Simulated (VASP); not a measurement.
# Mg7CoO8 (a cell with a defect) in VASP: notebook

Mg7CoO8 (a cell with a defect) is run at these levels: LDA+U; tasks: single point.

All numbers are computed with VASP 6.6.1; they aren't measurements. Logs are shortened: lines on timing, memory, paths and dates and some standing lists are left out, and cuts for length are marked.

### 1 The cell of the first run

The cell holds a defect, 16 atoms: a = 6.149 Å, b = 6.149 Å, c = 6.149 Å, α = 60.00°, β = 60.00°, γ = 60.00°.

### 2 Single point, LDA+U, collinear spin

File INCAR:

```
SYSTEM = Mg7CoO8
  PREC = Accurate
  ENCUT = 520
  EDIFF = 1E-7
  ISMEAR = 0
  SIGMA = 0.01
  LREAL = Auto
  LASPH = .True.
  NELM = 150
  ALGO = Normal
  ISIF = 2
  LWAVE = .False.
  LCHARG = .False.
  ISPIN = 2
  MAGMOM = 0 0 0 0 0.01 0 0 2.79 0.05 0.05 0 0.05 0.06 0 0.05 0.05
  LORBIT = 11
  LMAXMIX = 4
  LDAU = .True.
  LDAUTYPE = 2
  LDAUL = -1 2 -1
  LDAUU = 0 3.2 0
  LDAUJ = 0 0 0
  LDAUPRINT = 1
  NBANDS = 54
  ISYM = 0
```

File KPOINTS:

```
regular mesh
0
Gamma
  2 2 2
  0 0 0
```

File POSCAR:

```
Mg7CoO8
1.0
    0.0000000000      4.3481000000      4.3481000000
    4.3481000000      0.0000000000      4.3481000000
    4.3481000000      4.3481000000      0.0000000000
Mg Co O
7 1 8
Direct
    0.9878010300      0.0057530400      0.9997875400
    0.0118038800      0.9804527600      0.5056642300
    0.9940867800      0.4995929100      0.5018981300
    0.4854816700      0.0118115900      0.0032462600
    0.5000057000      0.0016869000      0.4901239900
    0.4926855500      0.5014766500      0.9922720000
    0.5042112800      0.4837419100      0.5051861700
    0.9925552600      0.4956245300      0.0071453000
    0.2465326700      0.2464134700      0.2544617500
    0.2505876800      0.2420425700      0.7473136800
    0.2398825400      0.7674873200      0.2447471300
    0.2519085200      0.7454308000      0.7508721200
    0.7450322800      0.2540688200      0.2419650800
    0.7568658400      0.2451120500      0.7499844900
    0.7513899700      0.7565027500      0.2479999100
    0.7497856600      0.7444421100      0.7378618100
```

Potentials or basis: VASP PAW LDA potentials, release 64 (Mg, Co, O).

Run with:

```bash
$ cat potpaw_LDA.64/Mg/POTCAR potpaw_LDA.64/Co/POTCAR potpaw_LDA.64/O/POTCAR > POTCAR
$ mpirun -np 1 vasp_std > vasp.out
```

OUTCAR:

```text
SYSTEM = Mg7CoO8
   PREC = Accurate
   ENCUT = 520
   EDIFF = 1E-7
   ISMEAR = 0
   LREAL = Auto
   LASPH = .True.
   NELM = 150
   ISIF = 2
   ISPIN = 2
   LORBIT = 11
   ISYM = 0

 ion  position               nearest neighbor table
   1  0.988  0.006  1.000-  14 2.09  15 2.11  13 2.13  11 2.16  10 2.17  12 2.22   5 3.01   2 3.05
                             6 3.05   3 3.05   8 3.05   4 3.06   4 3.09   8 3.10   3 3.10   6 3.10
   2  0.012  0.980  0.506-  11 2.07  12 2.11  16 2.17   9 2.18  14 2.21  13 2.31   4 3.01   5 3.02
                             3 3.02   8 3.03   7 3.04   1 3.05   7 3.11   1 3.11   8 3.12   3 3.13
   3  0.994  0.500  0.502-  16 2.09  14 2.14  15 2.16   9 2.18  10 2.18  11 2.23   2 3.02   1 3.05
                             6 3.05   7 3.05   8 3.06   5 3.06   5 3.09   8 3.09   7 3.10   1 3.10
   4  0.485  0.012  0.003-   9 2.11  11 2.13  10 2.14  14 2.20  15 2.22  16 2.32   7 2.98   6 3.00
                             8 3.00   2 3.01   5 3.01   1 3.06   1 3.09   5 3.14   8 3.15   6 3.15
   5  0.500  0.002  0.490-  15 2.12   9 2.13  13 2.16  16 2.16  10 2.16  12 2.19   1 3.01   4 3.01
                             2 3.02   7 3.02   3 3.06   6 3.07   6 3.08   3 3.09   7 3.13   2 3.13
   6  0.493  0.501  0.992-  12 2.10  14 2.17  16 2.17   9 2.18  13 2.18  11 2.26   4 3.00   7 3.02
                             1 3.05   8 3.05   3 3.05   5 3.07   5 3.08   3 3.10   8 3.10   1 3.10
   7  0.504  0.484  0.505-  13 2.15  10 2.15  14 2.16  12 2.21  15 2.26  11 2.29   4 2.98   6 3.02
                             5 3.02   8 3.03   2 3.04   3 3.05   3 3.10   2 3.11   8 3.12   5 3.13
   8  0.993  0.496  0.007-  13 2.13   9 2.18  15 2.18  12 2.21  16 2.23  10 2.23   4 3.00   7 3.03
                             2 3.03   6 3.05   1 3.05   3 3.06   3 3.09   1 3.10   6 3.10   7 3.12
   9  0.247  0.246  0.254-   4 2.11   5 2.13   3 2.18   2 2.18   8 2.18   6 2.18
  10  0.251  0.242  0.747-   4 2.14   7 2.15   5 2.16   1 2.17   3 2.18   8 2.23
  11  0.240  0.767  0.245-   2 2.07   4 2.13   1 2.16   3 2.23   6 2.26   7 2.29
  12  0.252  0.745  0.751-   6 2.10   2 2.11   5 2.19   7 2.21   8 2.21   1 2.22
  13  0.745  0.254  0.242-   8 2.13   1 2.13   7 2.15   5 2.16   6 2.18   2 2.31
  14  0.757  0.245  0.750-   1 2.09   3 2.14   7 2.16   6 2.17   4 2.20   2 2.21
  15  0.751  0.757  0.248-   1 2.11   5 2.12   3 2.16   8 2.18   4 2.22   7 2.26
  16  0.750  0.744  0.738-   3 2.09   5 2.16   2 2.17   6 2.17   8 2.23   4 2.32

IMPORTANT INFORMATION: All symmetrisations will be switched off!
NOSYMM: (Re-)initialisation of all symmetry stuff for point group C_1.

----------------------------------------------------------------------------------------

                                     Primitive cell

  volume of cell :     164.4101

  direct lattice vectors                    reciprocal lattice vectors
     0.000000000  4.348100000  4.348100000    -0.114992755  0.114992755  0.114992755
     4.348100000  0.000000000  4.348100000     0.114992755 -0.114992755  0.114992755
     4.348100000  4.348100000  0.000000000     0.114992755  0.114992755 -0.114992755

  length of vectors
     6.149141991  6.149141991  6.149141991     0.199173295  0.199173295  0.199173295

  position of ions in fractional coordinates (direct lattice)
     0.987801030  0.005753040  0.999787540
     0.011803880  0.980452760  0.505664230
     0.994086780  0.499592910  0.501898130
     0.485481670  0.011811590  0.003246260
     0.500005700  0.001686900  0.490123990
     0.492685550  0.501476650  0.992272000
[... 8 lines left out ...]
     0.751389970  0.756502750  0.247999910
     0.749785660  0.744442110  0.737861810

  ion indices of the primitive-cell ions
   primitive index   ion index
                 1           1
                 2           2
                 3           3
                 4           4
                 5           5
                 6           6
[... 8 lines left out ...]
                15          15
                16          16

----------------------------------------------------------------------------------------

 KPOINTS: regular mesh

Automatic generation of k-mesh.
 Grid dimensions read from file:
 generate k-points for:    2    2    2

 Generating k-lattice:

  Cartesian coordinates                     Fractional coordinates (reciprocal lattice)
    -0.057496378  0.057496378  0.057496378     0.500000000  0.000000000  0.000000000
     0.057496378 -0.057496378  0.057496378     0.000000000  0.500000000  0.000000000
     0.057496378  0.057496378 -0.057496378     0.000000000  0.000000000  0.500000000

  Length of vectors
     0.099586647  0.099586647  0.099586647

  Shift w.r.t. Gamma in fractional coordinates (k-lattice)
     0.000000000  0.000000000  0.000000000

 Subroutine IBZKPT returns following result:
 ===========================================

 Found      8 irreducible k-points:

 Following reciprocal coordinates:
            Coordinates               Weight
  0.000000  0.000000  0.000000      1.000000
  0.500000  0.000000  0.000000      1.000000
  0.000000  0.500000  0.000000      1.000000
  0.000000  0.000000  0.500000      1.000000
  0.500000  0.500000  0.500000      1.000000
[... 46 lines left out ...]
 LDA+U is selected, type is set to LDAUTYPE =  2
   angular momentum for each species LDAUL =    -1    2   -1
   U (eV)           for each species LDAUU =   0.0  3.2  0.0
   J (eV)           for each species LDAUJ =   0.0  0.0  0.0
   GGA     = CA    functional components
   LHFCALC =     F    Hartree Fock is set to
   AEXX    =    0.0000 exact exchange contribution
   IVDW    =     0    specifies the selected vdW correction
   LEPSILON=     F    determine dielectric tensor
   LRPA    =     F    only Hartree local field effects (RPA)
 spin polarized calculation
 Gauss-broadening in eV      SIGMA  =   0.01
  energy-cutoff  :      520.00
  volume of cell :      164.41
 maximum number of plane-waves:      4477
 NGX is ok and might be reduce to    48
   NGX = 23   NGY = 23   NGZ = 23

atom =   8  type =  2  l = 2

 onsite density matrix

spin component  1

  0.9608  0.0014 -0.0004 -0.0012 -0.0006
  0.0014  0.9623  0.0007 -0.0015  0.0001
 -0.0004  0.0007  1.0048 -0.0002  0.0002
 -0.0012 -0.0015 -0.0002  0.9623  0.0008
 -0.0006  0.0001  0.0002  0.0008  1.0015

spin component  2

  0.7018 -0.2637  0.1504  0.2635  0.0033
 -0.2637  0.5899 -0.0646  0.3373  0.0908
  0.1504 -0.0646  0.1958  0.0526  0.0004
  0.2635  0.3373  0.0526  0.5953  0.0968
  0.0033  0.0908  0.0004  0.0968  0.1682

 occupancies and eigenvectors

  o =  0.0440  v =  0.0000  0.0000  0.0000  0.0000  0.0000  0.4959  0.6139 -0.0174 -0.6137  0.0162      0.0000  0.0000  0.0000  0.0000  0.0000  0.0000  0.0000  0.0000  0.0000  0.0000
  o =  0.1457  v =  0.0000  0.0000  0.0000  0.0000  0.0000 -0.0015 -0.1314 -0.0624 -0.1050  0.9838      0.0000  0.0000  0.0000  0.0000  0.0000  0.0000  0.0000  0.0000  0.0000  0.0000
  o =  0.1568  v =  0.0000  0.0000  0.0000  0.0000  0.0000  0.1844 -0.0875 -0.9730  0.0873 -0.0638      0.0000  0.0000  0.0000  0.0000  0.0000  0.0000  0.0000  0.0000  0.0000  0.0000
  o =  0.9520  v =  0.0000  0.0000  0.0000  0.0000  0.0000 -0.8172  0.5146 -0.2161 -0.1384  0.0390      0.0000  0.0000  0.0000  0.0000  0.0000  0.0000  0.0000  0.0000  0.0000  0.0000
  o =  0.9525  v =  0.0000  0.0000  0.0000  0.0000  0.0000  0.2287  0.5774  0.0495  0.7652  0.1623      0.0000  0.0000  0.0000  0.0000  0.0000  0.0000  0.0000  0.0000  0.0000  0.0000
  o =  0.9599  v =  0.8960 -0.3997  0.0163  0.1925  0.0096  0.0000  0.0000  0.0000  0.0000  0.0000      0.0000  0.0000  0.0000  0.0000  0.0000  0.0000  0.0000  0.0000  0.0000  0.0000
  o =  0.9608  v = -0.1241 -0.6420  0.0054 -0.7565  0.0135  0.0000  0.0000  0.0000  0.0000  0.0000      0.0000  0.0000  0.0000  0.0000  0.0000  0.0000  0.0000  0.0000  0.0000  0.0000
  o =  0.9647  v = -0.4260 -0.6541  0.0112  0.6247 -0.0188  0.0000  0.0000  0.0000  0.0000  0.0000      0.0000  0.0000  0.0000  0.0000  0.0000  0.0000  0.0000  0.0000  0.0000  0.0000
  o =  1.0015  v = -0.0143 -0.0010 -0.0691  0.0205  0.9973  0.0000  0.0000  0.0000  0.0000  0.0000      0.0000  0.0000  0.0000  0.0000  0.0000  0.0000  0.0000  0.0000  0.0000  0.0000
  o =  1.0048  v =  0.0102 -0.0173 -0.9974  0.0047 -0.0691  0.0000  0.0000  0.0000  0.0000  0.0000      0.0000  0.0000  0.0000  0.0000  0.0000  0.0000  0.0000  0.0000  0.0000  0.0000

 number of electron      71.0000002 magnetization       3.0000096

 Free energy of the ion-electron system (eV)
  ---------------------------------------------------
  ext. energy  EPLUGINS =         0.00000000
  ---------------------------------------------------
  free energy    TOTEN  =      -106.02608789 eV

  energy without entropy =     -106.02608789  energy(sigma->0) =     -106.02608789

 E-fermi :   3.3047     XC(G=0): -11.3062

 val. band max:        3.2252908388   @ k =   0.5000   0.5000   0.0000
 cond. band min:       5.4014415859   @ k =   0.0000   0.0000   0.0000
 fundamental gap:      2.1761507471
 Fermi energy:         3.3046673678

 spin component 1

 k-point     1 :       0.0000    0.0000    0.0000
  band No.  band energies     occupation
      1     -14.1193      1.00000
      2     -13.0895      1.00000
      3     -13.0326      1.00000
      4     -12.9868      1.00000
      5     -12.9589      1.00000
      6     -12.8294      1.00000
[... 389 lines left out ...]
     46      13.0915      0.00000
     47      13.2171      0.00000
 Fermi energy:         3.3046673678

 spin component 2

 k-point     1 :       0.0000    0.0000    0.0000
  band No.  band energies     occupation
      1     -14.0601      1.00000
      2     -13.0131      1.00000
      3     -12.9509      1.00000
      4     -12.9434      1.00000
      5     -12.9090      1.00000
      6     -12.7168      1.00000
[... 389 lines left out ...]
     46      13.1611      0.00000
     47      13.2680      0.00000
 [bands above 47 left out]

------------------------ aborting loop because EDIFF is reached ----------------------------------------

  FORCE on cell =-STRESS in cart. coord.  units (eV):
  Direction    XX          YY          ZZ          XY          YZ          ZX
  --------------------------------------------------------------------------------------
  -------------------------------------------------------------------------------------
  Total      -19.1785098    -19.3393573    -19.8595045      0.2280229      0.0142797     -0.0233409
  in kB     -186.8946523   -188.4621121   -193.5309481      2.2220840      0.1391558     -0.2274569
  external PRESSURE =    -189.6292375 kB  Pullay stress =       0.0000000 kB

 VOLUME and BASIS-vectors are now :
 -----------------------------------------------------------------------------
  energy-cutoff  :      520.00
  volume of cell :      164.41
      direct lattice vectors                 reciprocal lattice vectors
     0.000000000  4.348100000  4.348100000    -0.114992755  0.114992755  0.114992755
     4.348100000  0.000000000  4.348100000     0.114992755 -0.114992755  0.114992755
     4.348100000  4.348100000  0.000000000     0.114992755  0.114992755 -0.114992755

 POSITION                                       TOTAL-FORCE (eV/Angst)
 -----------------------------------------------------------------------------------
      4.37219      8.64223      4.32007        -0.169186      0.423435      0.199848
      6.46179      2.25000      4.31443         0.199565     -0.348898     -0.123741
      4.35458      6.50469      6.49467        -0.034378      0.011632      0.189036
      0.06547      2.12504      2.16228        -0.599480      0.139212     -0.298441
      2.13844      4.30518      2.18141         0.168468      0.393204     -0.133314
      6.49497      6.45674      4.32272         0.388011      0.195618      0.373255
[... 8 lines left out ...]
      4.36768      4.34545      6.55647        -0.202040     -0.216020     -0.408063
      6.44521      6.46844      6.49705         0.431027      0.251894      0.121594
 -----------------------------------------------------------------------------------
    total drift:                               -0.005747      0.008725     -0.006150

  FREE ENERGIE OF THE ION-ELECTRON SYSTEM (eV)
  ---------------------------------------------------
  free  energy   TOTEN  =      -106.0260878875 eV

  energy  without entropy=     -106.0260878875  energy(sigma->0) =     -106.02608789

 total charge

# of ion       s       p       d       tot
------------------------------------------
    1        0.144   0.167   0.069   0.379
    2        0.143   0.161   0.065   0.369
    3        0.142   0.162   0.066   0.369
    4        0.141   0.158   0.063   0.362
    5        0.143   0.163   0.067   0.373
    6        0.141   0.158   0.063   0.363
[... 8 lines left out ...]
   15        1.530   3.471   0.000   5.001
   16        1.531   3.465   0.000   4.995
--------------------------------------------------
tot         13.527  29.274   7.572  50.373

 magnetization (x)

# of ion       s       p       d       tot
------------------------------------------
    1       -0.000  -0.000  -0.000  -0.000
    2       -0.000  -0.000  -0.000  -0.001
    3       -0.000  -0.000  -0.000  -0.001
    4       -0.000  -0.000  -0.000  -0.001
    5        0.004   0.005   0.002   0.011
    6       -0.000  -0.000  -0.000  -0.001
[... 8 lines left out ...]
   15        0.004   0.042   0.000   0.045
   16        0.003   0.041   0.000   0.044
--------------------------------------------------
tot          0.034   0.255   2.640   2.929
```

Wall time 8.2 min (1 thread of Intel Xeon 6975P-C (Granite Rapids), shared host); peak memory 0.34 GiB.

Results:

```yaml
Free_energy: -106.0261 eV
Pressure: -19.0 GPa
Largest_force: 0.684 eV/Å
Band_gap_on_the_k_mesh: 2.18 eV
Net_moment: 3.00 μB per cell
Site_moments: Mg -0.00, +0.01; Co +2.66; O +0.04, -0.00, +0.05 μB
Valence_electrons_inside_the_program's_atomic_spheres: Mg 0.38, 0.37, 0.36, 0.35; Co 7.76; O 5.01, 5.00, 5.02
```

Forces on the atoms (eV/Å):
```
Mg  -0.169  0.423  0.200
Mg   0.200 -0.349 -0.124
Mg  -0.034  0.012  0.189
Mg  -0.599  0.139 -0.298
Mg   0.168  0.393 -0.133
Mg   0.388  0.196  0.373
Mg   0.058 -0.375  0.262
Co  -0.045 -0.275  0.088
O   -0.020 -0.075  0.203
O    0.166 -0.015  0.384
O   -0.443  0.449 -0.245
O   -0.212 -0.109 -0.178
O    0.324  0.058 -0.058
O   -0.009 -0.508 -0.376
O   -0.202 -0.216 -0.408
O    0.431  0.252  0.122
```

Eigenvalues of the final occupation matrices:
```csv
site,spin,trace,eigenvalues
site 8 d,1,4.89,0.96 0.96 0.96 1.00 1.00
site 8 d,2,2.25,0.04 0.15 0.16 0.95 0.95
```

Caveat: the k points lie up to 0.63 Å⁻¹ apart.

(Continued in part 2 of 2.)
